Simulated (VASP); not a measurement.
# CaB15N15 (a cell with a defect) (Ca_B-V_N) in VASP: settings compared

The runs below take CaB15N15 (a cell with a defect) (Ca_B-V_N) through single point, with PBE, HSE06.

Everything below comes from runs of VASP 6.6.1. Logs are shortened: lines on timing, memory, paths and dates and some standing lists are left out, and cuts for length are marked.

### Step 1. The cell of the first run

The cell holds a defect, 31 atoms: a = 6.277 Å, b = 6.277 Å, c = 6.277 Å, α = 109.47°, β = 109.47°, γ = 109.47°.

### Step 2. Single point, PBE, collinear spin

INCAR

```
PREC     = Accurate       # precision mode
ENCUT    = 520            # plane-wave cutoff, eV
EDIFF    = 1E-7           # SCF threshold, eV
ISMEAR   = 0              # smearing method
SIGMA    = 0.01           # smearing width, eV
LREAL    = Auto         
LASPH    = True           # aspherical terms in the spheres
NELM     = 150            # most SCF steps
ALGO     = Normal         # electronic algorithm
ISIF     = 2              # what is computed and relaxed
LWAVE    = False          # write WAVECAR
LCHARG   = False          # write CHGCAR
ISPIN    = 2              # spin polarisation
MAGMOM   = 0.06 0 0 0.06 0 0 0.01 0 0 0 0 0.06 0.01 0 0.01 0.1 0.02 0.03 0.01 0.01 0.14 0.14 0.02 0.03 0.14 0.03 0.02 0.02 0.01 0.02 0.02 # initial moments
LORBIT   = 11             # projections on sites
NUPDOWN  = 2.0            # fixed moment
GGA      = PE             # functional
NELECT   = 128.0        
NBANDS   = 90             # bands
```

KPOINTS

```
Automatic mesh
0
Gamma
  1 1 1
  0.25 0.25 0.25
```

POSCAR

```
CaB15N15
1.0
   -3.6241103800      3.6241103800     -3.6241103800
    3.6241103800      3.6241103800      3.6241103800
    3.6241103800     -3.6241103800     -3.6241103800
B Ca N
15 1 15
Direct
   -0.0051738802     -0.0058747051     -0.0540166982
    0.0085401601      0.2586278368      0.7564976200
    0.0094123258      0.5089303649      0.5086480136
   -0.0056844503      0.6960649972      0.2445060402
    0.2588123164      0.0092805002      0.7589621894
    0.2588925707      0.5063847904      0.2581559685
    0.2471840125      0.7497026401      0.0000550592
    0.5066686888      0.0082330561      0.5086613574
    0.5092356407      0.2584946933      0.2592685979
    0.5033948392      0.5025059442      0.0066869893
    0.5029852035      0.7568968870      0.7533783368
    0.6962201029     -0.0054967868      0.2442034747
    0.7503449051      0.2469218994     -0.0002323007
    0.7569962895      0.5031561497      0.7526003741
    0.7499602702      0.7500460923      0.4969811845
    0.1481714485      0.1479979253      0.3979176137
    0.0018098835      0.2503799444      0.0073354010
    0.0096079537      0.5064644757      0.7560764686
    0.0008703718      0.7585739957      0.5003303445
    0.2505577138      0.0005664650      0.0086273353
    0.2586941597      0.2576763824      0.7917236239
    0.2579654890      0.5421693129      0.5085845755
    0.2506863935      0.7572706650      0.2516423747
    0.5063270712      0.0094163021      0.7565135279
    0.5420772851      0.2584496306      0.5075967833
    0.5067050825      0.5060214048      0.2593545265
    0.4994652058      0.7504235853      0.0008063605
    0.7575407287      0.0015588480      0.5004622263
    0.7588749193      0.2502455774      0.2506372534
    0.7509291649      0.4991304321      0.0003408555
    0.7506788700      0.7507815555      0.7492398440
```

Potentials or basis: VASP PAW PBE potentials, release 64 (B, Ca_sv, N).

Run with:

```console
cat potpaw_PBE.64/B/POTCAR potpaw_PBE.64/Ca_sv/POTCAR potpaw_PBE.64/N/POTCAR > POTCAR
mpirun -np 1 vasp_std > vasp.out
```

OUTCAR:

```text
PREC = Accurate
   ENCUT = 520
   EDIFF = 1E-7
   ISMEAR = 0
   LREAL = Auto
   LASPH = True
   NELM = 150
   ISIF = 2
   ISPIN = 2
   LORBIT = 11
   NUPDOWN = 2.0
   GGA = PE
   NELECT = 128.0

 ion  position               nearest neighbor table
   1  0.995  0.994  0.946-  31 1.46  20 1.50  17 1.51  16 2.37
   2  0.009  0.259  0.756-  21 1.51  18 1.55  28 1.60  17 1.61  16 2.64
   3  0.009  0.509  0.509-  22 1.50  18 1.56  19 1.60  29 1.61  16 2.65
   4  0.994  0.696  0.245-  30 1.46  19 1.50  23 1.51  16 2.37
   5  0.259  0.009  0.759-  21 1.50  24 1.56  20 1.60  19 1.61  16 2.65
   6  0.259  0.506  0.258-  22 1.51  26 1.55  17 1.60  23 1.61  16 2.64
   7  0.247  0.750  0.000-  18 1.52  20 1.55  23 1.56  27 1.58
   8  0.507  0.008  0.509-  25 1.51  24 1.55  23 1.60  28 1.61  16 2.65
   9  0.509  0.258  0.259-  25 1.50  26 1.56  29 1.60  20 1.61  16 2.65
  10  0.503  0.503  0.007-  21 1.48  26 1.57  30 1.57  27 1.58
  11  0.503  0.757  0.753-  22 1.48  24 1.57  27 1.57  31 1.58
  12  0.696  0.995  0.244-  27 1.46  29 1.50  28 1.51  16 2.38
  13  0.750  0.247  1.000-  24 1.52  29 1.55  17 1.56  30 1.58
  14  0.757  0.503  0.753-  25 1.48  18 1.57  31 1.57  30 1.58
  15  0.750  0.750  0.497-  26 1.52  19 1.55  28 1.56  31 1.58
  16  0.148  0.148  0.398-  21 2.11  25 2.11  22 2.12   4 2.37   1 2.37  12 2.38   6 2.64   2 2.64
                             8 2.65   3 2.65   9 2.65   5 2.65
  17  0.002  0.250  0.007-   1 1.51  13 1.56   6 1.60   2 1.61
  18  0.010  0.506  0.756-   7 1.52   2 1.55   3 1.56  14 1.57
  19  0.001  0.759  0.500-   4 1.50  15 1.55   3 1.60   5 1.61
  20  0.251  0.001  0.009-   1 1.50   7 1.55   5 1.60   9 1.61
  21  0.259  0.258  0.792-  10 1.48   5 1.50   2 1.51  16 2.11
  22  0.258  0.542  0.509-  11 1.48   3 1.50   6 1.51  16 2.12
  23  0.251  0.757  0.252-   4 1.51   7 1.56   8 1.60   6 1.61
  24  0.506  0.009  0.757-  13 1.52   8 1.55   5 1.56  11 1.57
  25  0.542  0.258  0.508-  14 1.48   9 1.50   8 1.51  16 2.11
  26  0.507  0.506  0.259-  15 1.52   6 1.55   9 1.56  10 1.57
  27  0.499  0.750  0.001-  12 1.46  11 1.57  10 1.58   7 1.58
  28  0.758  0.002  0.500-  12 1.51  15 1.56   2 1.60   8 1.61
  29  0.759  0.250  0.251-  12 1.50  13 1.55   9 1.60   3 1.61
  30  0.751  0.499  0.000-   4 1.46  10 1.57  14 1.58  13 1.58
  31  0.751  0.751  0.749-   1 1.46  14 1.57  11 1.58  15 1.58

  LATTYP: Found a body centered cubic cell.
 ALAT       =     7.2482207600

  Lattice vectors:

 A1 = (  -3.6241103800,   3.6241103800,  -3.6241103800)
 A2 = (   3.6241103800,   3.6241103800,   3.6241103800)
 A3 = (   3.6241103800,  -3.6241103800,  -3.6241103800)

Analysis of symmetry for initial positions (statically):
=====================================================================
 Subroutine PRICEL returns:
 Original cell was already a primitive cell.

 Routine SETGRP: Setting up the symmetry group for a
 body centered cubic supercell.

 Subroutine GETGRP returns: Found  1 space group operations
 (whereof  1 operations were pure point group operations)
 out of a pool of 48 trial point group operations.

The static configuration has the point symmetry C_1 .

Analysis of symmetry for dynamics (positions and initial velocities):
=====================================================================
 Subroutine PRICEL returns:
 Original cell was already a primitive cell.

 Routine SETGRP: Setting up the symmetry group for a
 body centered cubic supercell.

 Subroutine GETGRP returns: Found  1 space group operations
 (whereof  1 operations were pure point group operations)
 out of a pool of 48 trial point group operations.

The dynamic configuration has the point symmetry C_1 .

Analysis of structural, dynamic, and magnetic symmetry:
=====================================================================
 Subroutine PRICEL returns:
 Original cell was already a primitive cell.

 Routine SETGRP: Setting up the symmetry group for a
 body centered cubic supercell.

 Subroutine GETGRP returns: Found  1 space group operations
 (whereof  1 operations were pure point group operations)
 out of a pool of 48 trial point group operations.

The overall configuration has the point symmetry C_1 .

[... 116 lines left out ...]
   total plane-waves  NPLWV = 110592
   dimension x,y,z NGX =    48 NGY =   48 NGZ =   48
   dimension x,y,z NGXF=    96 NGYF=   96 NGZF=   96
   ions per type =              15   1  15
   NGX,Y,Z   is equivalent  to a cutoff of  12.71, 12.71, 12.71 a.u.
   NGXF,Y,Z  is equivalent  to a cutoff of  25.42, 25.42, 25.42 a.u.
 SYSTEM =  unknown system
   PREC   = accura    normal or accurate (medium, high low for compatibility)
   ISTART =      0    job   : 0-new  1-cont  2-samecut
   ICHARG =      2    charge: 1-file 2-atom 10-const
   ISPIN  =      2    spin polarized calculation?
   LNONCOLLINEAR =      F non collinear calculations
   LSORBIT =      F    spin-orbit coupling
   LASPH  =      T    aspherical Exc in radial PAW
   ENCUT  =  520.0 eV  38.22 Ry    6.18 a.u.  11.67 11.67 11.67*2*pi/ulx,y,z
   NELM   =    150;   NELMIN=  2; NELMDL= -5     # of ELM steps
   EDIFF  = 0.1E-06   stopping-criterion for ELM
   LREAL  =      T    real-space projection
   EDIFFG = 0.1E-05   stopping-criterion for IOM
   NSW    =      0    number of steps for IOM
   IBRION =     -1    ionic relax: 0-MD 1-quasi-New 2-CG
   NFREE  =      0    steps in history (QN), initial steepest desc. (CG)
   ISIF   =      2    stress and relaxation
   ISYM   =      2    0-nonsym 1-usesym 2-fastsym
   POTIM  = 0.5000    time-step for ionic-motion
   TEBEG  =    0.0;   TEEND  =   0.0 temperature during run
   PSTRESS=    0.0 pullay stress
   NELECT =     128.0000    total number of electrons
   NUPDOWN=       2.0000    fix difference up-down
   EMIN   =  10.00;   EMAX   =-10.00  energy-range for DOS
   EFERMI =   0.00;   METHOD = LEGACY
   ISMEAR =     0;   SIGMA  =   0.01  broadening in eV -4-tet -1-fermi 0-gaus
   EFERMI_NEDOS =   21; number of points for ismear=-14 and -15
   IALGO  =     38    algorithm
   IMIX   =      4    mixing-type and parameters
     AMIX     =   0.40;   BMIX     =  1.00
     AMIX_MAG =   1.60;   BMIX_MAG =  1.00
  volume/ion in A,a.u.               =       6.14        41.45
  Fermi-wavevector in a.u.,A,eV,Ry     =   1.434135  2.710122 27.983695  2.056744
  Thomas-Fermi vector in A             =   2.553577
   LORBIT       =     11    0 simple, 1 ext, 2 COOP (PROOUT), +10 PAW based schemes
   GGA     = PE    functional components
   LHFCALC =     F    Hartree Fock is set to
   AEXX    =    0.0000 exact exchange contribution
   IVDW    =     0    specifies the selected vdW correction
   LEPSILON=     F    determine dielectric tensor
   LRPA    =     F    only Hartree local field effects (RPA)
 spin polarized calculation
 Gauss-broadening in eV      SIGMA  =   0.01
  energy-cutoff  :      520.00
  volume of cell :      190.40
 maximum number of plane-waves:      5072
 NGX is ok and might be reduce to    48
   NGX = 23   NGY = 23   NGZ = 23

 number of electron     128.0000014 magnetization       2.0000007

 Free energy of the ion-electron system (eV)
  ---------------------------------------------------
  ext. energy  EPLUGINS =         0.00000000
  ---------------------------------------------------
  free energy    TOTEN  =      -271.30970815 eV

  energy without entropy =     -271.30922830  energy(sigma->0) =     -271.30946822

 E-fermi :   7.4654     XC(G=0): -12.6675

 val. band max:        8.9102090715   @ k =   0.2500   0.2500   0.2500
 cond. band min:       7.4811436041   @ k =   0.2500   0.2500   0.2500
 fundamental gap:     -1.4290654674
 Fermi energy:         8.9876558181

 spin component 1

 k-point     1 :       0.2500    0.2500    0.2500
  band No.  band energies     occupation
      1     -30.5450      1.00000
      2     -12.6060      1.00000
      3     -12.6016      1.00000
      4     -12.3070      1.00000
      5     -11.2491      1.00000
      6     -11.2342      1.00000
[... 68 lines left out ...]
     75      15.1203      0.00000
     76      15.1463      0.00000
 Fermi energy:         7.4654448752

 spin component 2

 k-point     1 :       0.2500    0.2500    0.2500
  band No.  band energies     occupation
      1     -30.4176      1.00000
      2     -12.4906      1.00000
      3     -12.4887      1.00000
      4     -12.1028      1.00000
      5     -11.1695      1.00000
      6     -11.1618      1.00000
[... 68 lines left out ...]
     75      15.2253      0.00000
     76      15.2488      0.00000
 [bands above 76 left out]

------------------------ aborting loop because EDIFF is reached ----------------------------------------

  FORCE on cell =-STRESS in cart. coord.  units (eV):
  Direction    XX          YY          ZZ          XY          YZ          ZX
  --------------------------------------------------------------------------------------
  -------------------------------------------------------------------------------------
  Total        2.5950010      2.6056187      2.4695784      1.8023603     -1.8913874     -1.9049077
  in kB       21.8365423     21.9258890     20.7811300     15.1665901    -15.9157400    -16.0295110
  external PRESSURE =      21.5145204 kB  Pullay stress =       0.0000000 kB

 VOLUME and BASIS-vectors are now :
 -----------------------------------------------------------------------------
  energy-cutoff  :      520.00
  volume of cell :      190.40
      direct lattice vectors                 reciprocal lattice vectors
    -3.624110380  3.624110380 -3.624110380     0.000000000  0.137964893 -0.137964893
     3.624110380  3.624110380  3.624110380     0.137964893  0.137964893  0.000000000
     3.624110380 -3.624110380 -3.624110380     0.137964893  0.000000000 -0.137964893

 POSITION                                       TOTAL-FORCE (eV/Angst)
 -----------------------------------------------------------------------------------
      3.42581      3.77983     -3.43089         0.010478      0.005363     -0.002464
      3.64798     -1.77338     -1.83529         0.011203     -0.015457      0.002045
      3.65371      0.03513     -0.03309         0.007786     -0.022048      0.018853
     -0.19478      5.24001     -1.96701        -0.007597      0.003287     -0.001607
      1.84623     -1.77896     -3.65489        -0.017823     -0.010467     -0.005669
      1.83252      1.83786     -0.03865        -0.001436      0.015121      0.014846
[... 23 lines left out ...]
     -0.91131      4.52912     -0.91378        -0.002910     -0.002825      0.009591
      2.71570      2.72613     -2.71496        -0.009097     -0.024357      0.005767
 -----------------------------------------------------------------------------------
    total drift:                                0.000477      0.000319     -0.000274

  FREE ENERGIE OF THE ION-ELECTRON SYSTEM (eV)
  ---------------------------------------------------
  free  energy   TOTEN  =      -271.3097081456 eV

  energy  without entropy=     -271.3092282951  energy(sigma->0) =     -271.30946822

 total charge

# of ion       s       p       d       tot
------------------------------------------
    1        0.723   1.368   0.000   2.091
    2        0.667   1.335   0.000   2.002
    3        0.668   1.338   0.000   2.006
    4        0.723   1.367   0.000   2.090
    5        0.668   1.338   0.000   2.006
    6        0.667   1.335   0.000   2.002
[... 23 lines left out ...]
   30        1.213   2.762   0.000   3.975
   31        1.213   2.762   0.000   3.975
--------------------------------------------------
tot         30.561  67.493   0.536  98.590

 magnetization (x)

# of ion       s       p       d       tot
------------------------------------------
    1        0.010   0.109   0.000   0.119
    2        0.002   0.004   0.000   0.006
    3        0.001   0.002   0.000   0.003
    4        0.010   0.110   0.000   0.120
    5        0.001   0.002   0.000   0.004
    6        0.002   0.004   0.000   0.006
[... 23 lines left out ...]
   30        0.001   0.021   0.000   0.022
   31        0.001   0.021   0.000   0.022
--------------------------------------------------
tot          0.094   1.149   0.099   1.343
```

Wall time 2.7 min (1 thread of Intel Xeon Platinum 8259CL at 2.50GHz (Skylake/Cascade Lake), shared host); peak memory 0.41 GiB.

What came out:

| Property | Result |
| --- | --- |
| Free energy | -271.3097 eV |
| Largest force | 0.096 eV/Å |
| Net moment | 2.00 μB per cell |
| Site moments | B +0.12, +0.01, +0.00; Ca +0.16; N +0.02, +0.03, +0.01, +0.16, +0.17 μB |
| Valence electrons inside the program's atomic spheres | B 2.09, 2.00, 2.01, 2.05, 2.03; Ca 8.55; N 3.94, 3.97, 3.95, 4.00, 3.99, 3.98 |

Forces on the atoms (eV/Å):
```
B    0.010  0.005 -0.002
B    0.011 -0.015  0.002
B    0.008 -0.022  0.019
B   -0.008  0.003 -0.002
B   -0.018 -0.010 -0.006
B   -0.001  0.015  0.015
B    0.005 -0.003 -0.012
B   -0.015 -0.001 -0.009
B   -0.011  0.018  0.029
B    0.009  0.010  0.000
B   -0.007  0.001 -0.011
B    0.004  0.002 -0.010
B    0.006  0.010 -0.004
B    0.011 -0.005 -0.001
B    0.001  0.000  0.004
Ca  -0.056 -0.054  0.057
N    0.009  0.011  0.004
N    0.000 -0.008  0.007
N    0.012 -0.008 -0.019
N   -0.004  0.023  0.000
N    0.045 -0.015 -0.032
N    0.020  0.046  0.000
N   -0.009  0.012  0.000
N   -0.005 -0.013  0.004
N    0.003  0.025 -0.052
N   -0.013 -0.001  0.000
N   -0.023 -0.008  0.008
N    0.006 -0.004 -0.009
N    0.023  0.013  0.007
N   -0.003 -0.003  0.010
N   -0.009 -0.024  0.006
```

Caveat: the k points lie up to 1.23 Å⁻¹ apart; the cell carries a net charge on a neutralising background, which shifts energy and pressure; the cell is charged against a uniform background, so pressure and absolute levels hang on convention; the moment is held away from its start; the total moment is fixed, so each spin has its own Fermi level.

### Step 3. Single point, PBE, collinear spin

INCAR

```
SYSTEM = CaB15N15
ALGO = Normal ; EDIFF = 1E-7
ENCUT = 520 ; GGA = PE
ISIF = 2 ; ISMEAR = -1
ISPIN = 2 ; LASPH = .True.
LCHARG = .False. ; LORBIT = 11
LREAL = Auto ; LWAVE = .False.
MAGMOM = 0.06 0 0 0.06 0 0 0.01 0 0 0 0 0.06 0.01 0 0.01 0.06 0 0 0 0 0 0 0 0 0 0 0.01 0 0 0.01 0.01 ; NBANDS = 90
NELECT = 129.0 ; NELM = 150
NUPDOWN = 1.0 ; PREC = Accurate
SIGMA = 0.01
```

KPOINTS is that of step 2.

POSCAR

```
CaB15N15
1.0
   -3.6241103844      3.6241103844     -3.6241103844
    3.6241103844      3.6241103844      3.6241103844
    3.6241103844     -3.6241103844     -3.6241103844
B Ca N
15 1 15
Direct
   -0.0047949088     -0.0057292447     -0.0509165550
    0.0127512774      0.2584329084      0.7603068284
    0.0127318141      0.5087056616      0.5100215711
   -0.0048157261      0.6974825305      0.2458371976
    0.2593733607      0.0117912307      0.7603135255
    0.2593767931      0.5087360185      0.2634035039
    0.2472238688      0.7496348881      0.0012343865
    0.5096279064      0.0117921322      0.5100105178
    0.5096409449      0.2584343438      0.2633945676
    0.5006847927      0.4997486600      0.0066914814
    0.5006840159      0.7550768655      0.7513445840
    0.6985004764     -0.0057162734      0.2458778982
    0.7505727050      0.2462583441      0.0012182961
    0.7560492962      0.4997584217      0.7513569550
    0.7505668707      0.7496404528      0.4978835136
    0.1511923837      0.1502401747      0.4018429946
    0.0008207898      0.2491756905      0.0088604047
    0.0100980846      0.5062526144      0.7578443002
    0.0008049750      0.7572585219      0.5007625905
    0.2501179769     -0.0001256696      0.0088699794
    0.2574695950      0.2565054908      0.7893959221
    0.2574533168      0.5377879830      0.5081084872
    0.2501191565      0.7572786350      0.2514714208
    0.5071584463      0.0091191709      0.7578254908
    0.5387334705      0.2565096603      0.5081231698
    0.5071729042      0.5062470519      0.2607442289
    0.4994403326      0.7502498251      0.0018582412
    0.7582475073     -0.0000969353      0.5008048248
    0.7582185248      0.2491781333      0.2514869315
    0.7511599334      0.4984578675      0.0018136252
    0.7511769793      0.7502330958      0.7500763689
```

Potentials or basis: VASP PAW PBE potentials, release 64 (B, Ca_sv, N).

Run with:

```console
cat potpaw_PBE.64/B/POTCAR potpaw_PBE.64/Ca_sv/POTCAR potpaw_PBE.64/N/POTCAR > POTCAR
mpirun -np 1 vasp_std > vasp.out
```

Run time: 2.2 min. Hardware: 1 thread of Intel Xeon Platinum 8259CL at 2.50GHz (Skylake/Cascade Lake), shared host; peak memory 0.41 GiB.

Results (log left out):

* Free energy: -263.8397 eV
* Largest force: 0.105 eV/Å
* Net moment: 1.00 μB per cell
* Site moments: B +0.12, +0.01; Ca +0.09; N -0.00, +0.00, +0.01 μB
* Valence electrons inside the program's atomic spheres: B 2.11, 2.02, 2.08, 2.04; Ca 8.65; N 3.96, 3.98, 4.06

Forces on the atoms (eV/Å):
```
B    0.004 -0.001 -0.006
B    0.009 -0.022  0.015
B    0.010 -0.015  0.021
B    0.006  0.004 -0.001
B   -0.016 -0.022 -0.008
B   -0.018  0.007  0.022
B    0.003  0.009 -0.008
B   -0.022 -0.015 -0.013
B   -0.022  0.009  0.014
B   -0.001  0.023 -0.001
B    0.001  0.001 -0.022
B    0.001  0.000 -0.002
B    0.010  0.007 -0.001
B    0.021 -0.002  0.002
B    0.005  0.005 -0.009
Ca  -0.061 -0.060  0.060
N    0.013  0.017  0.008
N   -0.006 -0.007  0.005
N    0.012 -0.007 -0.018
N   -0.006  0.017 -0.012
N    0.040 -0.012 -0.036
N    0.039  0.038  0.012
N   -0.008  0.010 -0.017
N   -0.005 -0.003  0.003
N   -0.012  0.042 -0.036
N   -0.006 -0.004  0.004
N   -0.020 -0.004  0.005
N    0.016 -0.010 -0.008
N    0.016  0.013  0.010
N   -0.002 -0.002  0.015
N   -0.002 -0.017  0.002
```

Caveat: the k points lie up to 1.23 Å⁻¹ apart; the cell carries a net charge on a neutralising background, which shifts energy and pressure; the cell is charged against a uniform background, so pressure and absolute levels hang on convention; the total moment is fixed, so each spin has its own Fermi level.

(Continued in part 2 of 2.)
